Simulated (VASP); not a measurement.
# Zn (Im-3m) in VASP: settings compared

Zn is run at these levels: PBEsol+D3(BJ), PBEsol+D4, RPBE+D3(BJ); tasks: relaxation of cell and atoms.

Program: VASP 6.6.1. These are calculated values, not measurements. Logs are shortened: lines on timing, memory, paths and dates and some standing lists are left out, and cuts for length are marked.

### 1 The cell of the first run

Symmetry: Im-3m, No. 229, cubic system. Conventional cell: a = 3.138 Å, b = 3.138 Å, c = 3.138 Å, α = 90.00°, β = 90.00°, γ = 90.00°. Within 3.6 Å of Zn (site symmetry m-3m) lie 14 Zn at 2.72 to 3.14 Å.

### 2 Relaxation of cell and atoms, PBEsol+D3(BJ)

INCAR

```
PREC     = Accurate       # precision mode
ENCUT    = 600            # plane-wave cutoff, eV
EDIFF    = 1E-7           # SCF threshold, eV
ISMEAR   = -1             # smearing method
SIGMA    = 0.05           # smearing width, eV
LREAL    = False          # projectors in reciprocal space
LASPH    = True           # aspherical terms in the spheres
NELM     = 60             # most SCF steps
ALGO     = Normal         # electronic algorithm
ISIF     = 3              # what is computed and relaxed
LWAVE    = False          # write WAVECAR
LCHARG   = False          # write CHGCAR
GGA      = PS             # functional
IVDW     = 12             # dispersion correction
IBRION   = 2              # ionic algorithm
NSW      = 60             # ionic steps
EDIFFG   = -0.01          # ionic threshold
```

KPOINTS

```
regular mesh
0
Gamma
  12 12 12
```

POSCAR

```
Zn
1.0
   -1.5690370000      1.5690370000      1.5690370000
    1.5690370000     -1.5690370000      1.5690370000
    1.5690370000      1.5690370000     -1.5690370000
Zn
1
Direct
    0.0000000000      0.0000000000      0.0000000000
```

Potentials or basis: VASP PAW PBE potentials, release 64 (Zn).

The run is started by

```
cat potpaw_PBE.64/Zn/POTCAR > POTCAR
mpirun -np 1 vasp_std > vasp.out
```

OUTCAR:

```text
PREC = Accurate
   ENCUT = 600
   EDIFF = 1E-7
   ISMEAR = -1
   LREAL = False
   LASPH = True
   NELM = 60
   ISIF = 3
   GGA = PS
   IVDW = 12
   IBRION = 2
   NSW = 60
   EDIFFG = -0.01
 IVDW          = 12

 ion  position               nearest neighbor table
   1  0.000  0.000  0.000-

  LATTYP: Found a body centered cubic cell.
 ALAT       =     3.1380740000

  Lattice vectors:

 A1 = (  -1.5690370000,   1.5690370000,   1.5690370000)
 A2 = (   1.5690370000,  -1.5690370000,   1.5690370000)
 A3 = (   1.5690370000,   1.5690370000,  -1.5690370000)

Analysis of symmetry for initial positions (statically):
=====================================================================
 Subroutine PRICEL returns:
 Original cell was already a primitive cell.

 Routine SETGRP: Setting up the symmetry group for a
 body centered cubic supercell.

 Subroutine GETGRP returns: Found 48 space group operations
 (whereof 48 operations were pure point group operations)
 out of a pool of 48 trial point group operations.

The static configuration has the point symmetry O_h .

Analysis of symmetry for dynamics (positions and initial velocities):
=====================================================================
 Subroutine PRICEL returns:
 Original cell was already a primitive cell.

 Routine SETGRP: Setting up the symmetry group for a
 body centered cubic supercell.

 Subroutine GETGRP returns: Found 48 space group operations
 (whereof 48 operations were pure point group operations)
 out of a pool of 48 trial point group operations.

The dynamic configuration has the point symmetry O_h .

 Subroutine INISYM returns: Found 48 space group operations
 (whereof 48 operations are pure point group operations),
 and found     1 'primitive' translations

----------------------------------------------------------------------------------------

                                     Primitive cell

  volume of cell :      15.4511

  direct lattice vectors                    reciprocal lattice vectors
    -1.569037000  1.569037000  1.569037000     0.000000000  0.318666800  0.318666800
     1.569037000 -1.569037000  1.569037000     0.318666800  0.000000000  0.318666800
     1.569037000  1.569037000 -1.569037000     0.318666800  0.318666800  0.000000000

  length of vectors
     2.717651803  2.717651803  2.717651803     0.450662911  0.450662911  0.450662911

  position of ions in fractional coordinates (direct lattice)
     0.000000000  0.000000000  0.000000000

  ion indices of the primitive-cell ions
   primitive index   ion index
                 1           1

----------------------------------------------------------------------------------------

 KPOINTS: regular mesh

Automatic generation of k-mesh.
 Grid dimensions read from file:
 generate k-points for:   12   12   12

 Generating k-lattice:

  Cartesian coordinates                     Fractional coordinates (reciprocal lattice)
     0.000000000  0.026555567  0.026555567     0.083333333  0.000000000  0.000000000
     0.026555567  0.000000000  0.026555567     0.000000000  0.083333333  0.000000000
     0.026555567  0.026555567  0.000000000     0.000000000  0.000000000  0.083333333

  Length of vectors
     0.037555243  0.037555243  0.037555243

  Shift w.r.t. Gamma in fractional coordinates (k-lattice)
     0.000000000  0.000000000  0.000000000

 Subroutine IBZKPT returns following result:
 ===========================================

 Found     72 irreducible k-points:

 Following reciprocal coordinates:
            Coordinates               Weight
  0.000000  0.000000  0.000000      1.000000
  0.083333  0.000000  0.000000     12.000000
  0.166667  0.000000  0.000000     12.000000
  0.250000  0.000000  0.000000     12.000000
  0.333333  0.000000  0.000000     12.000000
  0.416667  0.000000  0.000000     12.000000
[... 16 lines left out ...]
  0.333333  0.083333  0.083333     24.000000
  0.416667  0.083333  0.083333     12.000000
 [... further k-points ...]
   k-points           NKPTS =     72   k-points in BZ     NKDIM =     72   number of bands    NBANDS=     10
   number of dos      NEDOS =    301   number of ions     NIONS =      1
   total plane-waves  NPLWV =  13824
   dimension x,y,z NGX =    24 NGY =   24 NGZ =   24
   dimension x,y,z NGXF=    48 NGYF=   48 NGZF=   48
   ions per type =               1
   NGX,Y,Z   is equivalent  to a cutoff of  14.68, 14.68, 14.68 a.u.
   NGXF,Y,Z  is equivalent  to a cutoff of  29.36, 29.36, 29.36 a.u.
 SYSTEM =  unknown system
   PREC   = accura    normal or accurate (medium, high low for compatibility)
   ISTART =      0    job   : 0-new  1-cont  2-samecut
   ICHARG =      2    charge: 1-file 2-atom 10-const
   ISPIN  =      1    spin polarized calculation?
   LNONCOLLINEAR =      F non collinear calculations
   LSORBIT =      F    spin-orbit coupling
   LASPH  =      T    aspherical Exc in radial PAW
   ENCUT  =  600.0 eV  44.10 Ry    6.64 a.u.   5.43  5.43  5.43*2*pi/ulx,y,z
   NELM   =     60;   NELMIN=  2; NELMDL= -5     # of ELM steps
   EDIFF  = 0.1E-06   stopping-criterion for ELM
   LREAL  =      F    real-space projection
   EDIFFG = -.1E-01   stopping-criterion for IOM
   NSW    =     60    number of steps for IOM
   IBRION =      2    ionic relax: 0-MD 1-quasi-New 2-CG
   NFREE  =      1    steps in history (QN), initial steepest desc. (CG)
   ISIF   =      3    stress and relaxation
   ISYM   =      2    0-nonsym 1-usesym 2-fastsym
   POTIM  = 0.5000    time-step for ionic-motion
   TEBEG  =    0.0;   TEEND  =   0.0 temperature during run
   PSTRESS=    0.0 pullay stress
   NELECT =      12.0000    total number of electrons
   NUPDOWN=      -1.0000    fix difference up-down
   EMIN   =  10.00;   EMAX   =-10.00  energy-range for DOS
   EFERMI =   0.00;   METHOD = LEGACY
   ISMEAR =    -1;   SIGMA  =   0.05  broadening in eV -4-tet -1-fermi 0-gaus
   EFERMI_NEDOS =   21; number of points for ismear=-14 and -15
   IALGO  =     38    algorithm
   IMIX   =      4    mixing-type and parameters
     AMIX     =   0.40;   BMIX     =  1.00
     AMIX_MAG =   1.60;   BMIX_MAG =  1.00
  volume/ion in A,a.u.               =      15.45       104.27
  Fermi-wavevector in a.u.,A,eV,Ry     =   1.504811  2.843681 30.809811  2.264457
  Thomas-Fermi vector in A             =   2.615742
   LORBIT       =      0    0 simple, 1 ext, 2 COOP (PROOUT), +10 PAW based schemes
   GGA     = PS    functional components
   LHFCALC =     F    Hartree Fock is set to
   AEXX    =    0.0000 exact exchange contribution
   IVDW    =    12    specifies the selected vdW correction
   LEPSILON=     F    determine dielectric tensor
   LRPA    =     F    only Hartree local field effects (RPA)
 conjugate gradient relaxation of ions
 non-spin polarized calculation
  energy-cutoff  :      600.00
  volume of cell :       15.45
 maximum number of plane-waves:       533
 NGX is ok and might be reduce to    24
   NGX = 11   NGY = 11   NGZ = 11

--------------------------------------- Ionic step        1  -------------------------------------------

 number of electron      11.9999995 magnetization

 Free energy of the ion-electron system (eV)
  ---------------------------------------------------
  ext. energy  EPLUGINS =         0.00000000
  ---------------------------------------------------
  free energy    TOTEN  =        -1.46934015 eV

  energy without entropy =       -1.46569330  energy(sigma->0) =       -1.46751672

------------------------ aborting loop because EDIFF is reached ----------------------------------------

 Edisp (eV)   -0.35336

 E8    (eV) :    -0.2282

  FORCE on cell =-STRESS in cart. coord.  units (eV):
  Direction    XX          YY          ZZ          XY          YZ          ZX
  --------------------------------------------------------------------------------------
  -------------------------------------------------------------------------------------
  Total      -0.83979    -0.83979    -0.83979     0.00000    -0.00000    -0.00000
  in kB     -87.08109   -87.08109   -87.08109     0.00000    -0.00000    -0.00000
  external pressure =      -87.08 kB  Pullay stress =        0.00 kB
[... 98 lines left out ...]
  energy  without entropy=       -1.8772766323  energy(sigma->0) =       -1.87886055

--------------------------------------- Ionic step        4  -------------------------------------------

 number of electron      12.0000003 magnetization

 Free energy of the ion-electron system (eV)
  ---------------------------------------------------
  ext. energy  EPLUGINS =         0.00000000
  ---------------------------------------------------
  free energy    TOTEN  =        -1.47898502 eV

  energy without entropy =       -1.47581994  energy(sigma->0) =       -1.47740248

 E-fermi :   3.9603     XC(G=0): -12.3017

 val. band max:        3.7444205359   @ k =   0.3333   0.2500   0.0833
 cond. band min:       3.9715231974   @ k =   0.4167   0.0833   0.0000
 fundamental gap:      0.2271026615
 Fermi energy:         3.9602716220

 k-point     1 :       0.0000    0.0000    0.0000
  band No.  band energies     occupation
      1      -7.5478      2.00000
      2      -4.2522      2.00000
      3      -4.2522      2.00000
      4      -4.2521      2.00000
      5      -3.6272      2.00000
      6      -3.6272      2.00000
      7      24.9626      0.00000
      8      24.9626      0.00000
      9      24.9626      0.00000
     10      25.7045      0.00000
[... 287 lines left out ...]
 k-point    24 :       0.4167    0.0833    0.0833
  band No.  band energies     occupation
      1      -4.9452      2.00000
      2      -4.6360      2.00000
      3      -3.6380      2.00000
      4      -3.5802      2.00000
      5      -3.5372      2.00000
      6       1.4796      2.00000
      7       3.3847      1.99998
      8      13.2162      0.00000
      9      13.7046      0.00000
     10      24.6783      0.00000

 [... further k-points ...]

------------------------ aborting loop because EDIFF is reached ----------------------------------------

 Edisp (eV)   -0.40147

 E8    (eV) :    -0.2593

  FORCE on cell =-STRESS in cart. coord.  units (eV):
  Direction    XX          YY          ZZ          XY          YZ          ZX
  --------------------------------------------------------------------------------------
  -------------------------------------------------------------------------------------
  Total      -0.00437    -0.00437    -0.00437    -0.00000    -0.00000    -0.00000
  in kB      -0.51307    -0.51307    -0.51307    -0.00000    -0.00000    -0.00000
  external pressure =       -0.51 kB  Pullay stress =        0.00 kB
[... 16 lines left out ...]
  FREE ENERGIE OF THE ION-ELECTRON SYSTEM (eV)
  ---------------------------------------------------
  free  energy   TOTEN  =        -1.8804577611 eV

  energy  without entropy=       -1.8772926887  energy(sigma->0) =       -1.87887522

 reached required accuracy - stopping structural energy minimisation
```

Run time: 56 s. Hardware: 1 thread of AMD EPYC 7R13, shared host; peak memory 0.13 GiB.

What came out:

- Free energy: -1.8805 eV
- Relaxed volume: 13.63 Å³/atom
- Relaxed cell: a = 2.607 Å, b = 2.607 Å, c = 2.607 Å, α = 109.47°, β = 109.47°, γ = 109.47°
- Space group after relaxing (to 0.05 Å): Im-3m (No. 229)
- Energy gained by relaxing: 57.8 meV/atom
- Ionic steps: 4
- Pressure after relaxing: -0.1 GPa
- Band gap on the k mesh: zero (band 6 reaches 8.24 eV, above the bottom of band 7 at 3.10 eV)
- Dispersion energy per atom: -0.401 eV

The path:
```tsv
step	energy change (eV)	largest force (eV/Å)	pressure (GPa)	volume (Å³)
1	0.0000	0.0000	-8.71	15.45
2	-0.0578	0.0000	-0.34	13.65
3	-0.0577	0.0000	0.20	13.60
4	-0.0578	0.0000	-0.05	13.63
```

Final structure:
```
Zn
1.0
    -1.50496    1.50496    1.50496
     1.50496   -1.50496    1.50496
     1.50496    1.50496   -1.50496
Zn
1
Direct
  0.00000 0.00000 0.00000
```

Levels at points of the mesh, in eV from the Fermi level:
| k point | band 3 | band 4 | band 5 | band 6 | band 7 | band 8 | band 9 | band 10 |
| --- | --- | --- | --- | --- | --- | --- | --- | --- |
| (0.00, 0.00, 0.00) | -8.21 | -8.21 | -7.59 | -7.59 | 21.00 | 21.00 | 21.00 | 21.74 |
| (0.50, 0.00, 0.00) | -7.62 | -7.54 | -7.17 | -3.30 | -0.86 | 12.22 | 13.43 | 16.24 |
| (0.50, 0.50, 0.50) | -7.27 | -7.27 | -7.27 | 4.28 | 4.28 | 4.28 | 8.89 | 8.95 |

Caveat: the PAW data sets were made with another functional, which shifts forces and pressure a little; pairwise dispersion overbinds metals, which lowers pressure and volume.

### 3 Relaxation of cell and atoms, PBEsol+D4

INCAR

```
SYSTEM = Zn
  PREC = Accurate
  ENCUT = 600
  EDIFF = 1E-6
  ISMEAR = -1
  SIGMA = 0.05
  LREAL = .FALSE.
  LASPH = .TRUE.
  NELM = 80
  ALGO = Normal
  ISIF = 3
  LWAVE = .FALSE.
  LCHARG = .FALSE.
  GGA = PS
  IVDW = 13
  IBRION = 2
  NSW = 60
  EDIFFG = -0.01
```

KPOINTS

```
Automatic mesh
0
G
  12 12 12
  0 0 0
```

POSCAR is that of step 2.

Potentials or basis: VASP PAW PBE potentials, release 64 (Zn).

The run is started by

```
cat potpaw_PBE.64/Zn/POTCAR > POTCAR
mpirun -np 1 vasp_std > vasp.out
```

Wall time 56 s (1 thread of AMD EPYC 7R13, shared host); peak memory 0.12 GiB.

It converged, with:

```yaml
Free_energy: -1.6871 eV
Relaxed_volume: 13.99 Å³/atom
Relaxed_cell: a = 2.629 Å, b = 2.629 Å, c = 2.629 Å, α = 109.47°, β = 109.47°, γ = 109.47°
Space_group_after_relaxing_to_0.05_Å: Im-3m (No. 229)
Energy_gained_by_relaxing: 35.1 meV/atom
Ionic_steps: 4
Pressure_after_relaxing: -0.1 GPa
Band_gap_on_the_k_mesh: zero (band 6 reaches 7.99 eV, above the bottom of band 7 at 2.84 eV)
Dispersion_energy_per_atom: -0.201 eV
```

Step by step:
```csv
step,energy change (eV),largest force (eV/Å),pressure (GPa),volume (Å³)
1,0.0000,0.0000,-6.76,15.45
2,-0.0351,0.0000,-0.49,14.04
3,-0.0351,0.0000,0.12,13.96
4,-0.0351,0.0000,-0.10,13.99
```

Final structure:
```xyz
1
Lattice="-1.5180 1.5180 1.5180 1.5180 -1.5180 1.5180 1.5180 1.5180 -1.5180" Properties=species:S:1:pos:R:3 pbc="T T T"
Zn    0.0000    0.0000    0.0000
```

Levels at points of the mesh, in eV from the Fermi level:
```csv
k point,band 4,band 5,band 6,band 7,band 8,band 9
"(0.00, 0.00, 0.00)",-8.09,-7.49,-7.49,20.58,20.58,20.58
"(0.50, 0.00, 0.00)",-7.45,-7.09,-3.14,-0.87,12.03,13.29
"(0.50, 0.50, 0.50)",-7.18,-7.18,4.28,4.28,4.28,8.59
```

Caveat: the PAW data sets were made with another functional, which shifts forces and pressure a little; pairwise dispersion overbinds metals, which lowers pressure and volume.

### 4 Relaxation of cell and atoms, RPBE+D3(BJ)

INCAR

```
SYSTEM = Zn
PREC     = Accurate       ! precision mode
ENCUT    = 600            ! plane-wave cutoff, eV
EDIFF    = 1E-7           ! SCF threshold, eV
ISMEAR   = -1             ! smearing method
SIGMA    = 0.05           ! smearing width, eV
LREAL    = .False.        ! projectors in reciprocal space
LASPH    = .True.         ! aspherical terms in the spheres
NELM     = 60             ! most SCF steps
ALGO     = Fast           ! electronic algorithm
ISIF     = 3              ! what is computed and relaxed
LWAVE    = .False.        ! write WAVECAR
LCHARG   = .False.        ! write CHGCAR
GGA      = RP             ! functional
IVDW     = 12             ! dispersion correction
IBRION   = 2              ! ionic algorithm
NSW      = 60             ! ionic steps
EDIFFG   = -0.01          ! ionic threshold
```

KPOINTS

```
regular mesh
0
Gamma
  12 12 12
  0 0 0
```

POSCAR is that of step 3.

The run is started by

```
cat potpaw_PBE.64/Zn/POTCAR > POTCAR
mpirun -np 1 vasp_std > vasp.out
```

Wall time 68 s (1 thread of AMD EPYC 7R13, shared host); peak memory 0.13 GiB.

Results (log left out):

| Item | Value |
| --- | --- |
| Free energy | -2.8097 eV |
| Relaxed volume | 12.09 Å³/atom |
| Relaxed cell | a = 2.505 Å, b = 2.505 Å, c = 2.505 Å, α = 109.47°, β = 109.47°, γ = 109.47° |
| Space group after relaxing (to 0.05 Å) | Im-3m (No. 229) |
| Energy gained by relaxing | 283.1 meV/atom |
| Ionic steps | 3 |
| Pressure after relaxing | 0.0 GPa |
| Band gap on the k mesh | zero (band 6 reaches 9.89 eV, above the bottom of band 7 at 4.78 eV) |
| Dispersion energy per atom | -2.468 eV |

Step by step:
```
step  energy change (eV)  largest force (eV/Å)  pressure (GPa)  volume (Å³)
   1              0.0000                0.0000          -20.99        15.45
   2             -0.2582                0.0000           11.83        11.35
   3             -0.2831                0.0000           -0.03        12.09
```

Final structure:
```
Zn
1.0
    -1.44602    1.44602    1.44602
     1.44602   -1.44602    1.44602
     1.44602    1.44602   -1.44602
Zn
1
Direct
  0.00000 0.00000 0.00000
```

Levels at points of the mesh, in eV from the Fermi level:
| k point | band 3 | band 4 | band 5 | band 6 | band 7 | band 8 | band 9 | band 10 |
| --- | --- | --- | --- | --- | --- | --- | --- | --- |
| (0.00, 0.00, 0.00) | -8.88 | -8.88 | -8.12 | -8.12 | 22.58 | 23.30 | 23.30 | 23.30 |
| (0.50, 0.00, 0.00) | -8.16 | -8.06 | -7.61 | -4.06 | -0.73 | 13.29 | 14.10 | 17.16 |
| (0.50, 0.50, 0.50) | -7.73 | -7.73 | -7.73 | 4.38 | 4.38 | 4.38 | 9.21 | 10.54 |

Caveat: the volume moved by over 15 % at a fixed basis, so the end points are rough; the PAW data sets were made with another functional, which shifts forces and pressure a little; pairwise dispersion overbinds metals, which lowers pressure and volume.

### 5 Overview

```csv
level,gap on the mesh (eV),pressure (GPa),relaxed volume (Å³/atom)
PBEsol+D3(BJ),none,-0.1,13.63
PBEsol+D4,none,-0.1,13.99
RPBE+D3(BJ),none,0.0,12.09
```

Alike in all rows: task relaxation of cell and atoms; potentials or basis VASP PAW PBE potentials, release 64 (Zn); no spin polarisation; cell relaxed; k mesh 12 × 12 × 12; cutoff (eV) 600; smearing fermi-dirac 0.05 eV.

Caveats: the PAW data sets were made with another functional, which shifts forces and pressure a little; pairwise dispersion overbinds metals, which lowers pressure and volume; the volume moved by over 15 % at a fixed basis, so the end points are rough (some runs).

Absolute energies hang on the potentials; compare differences alone.
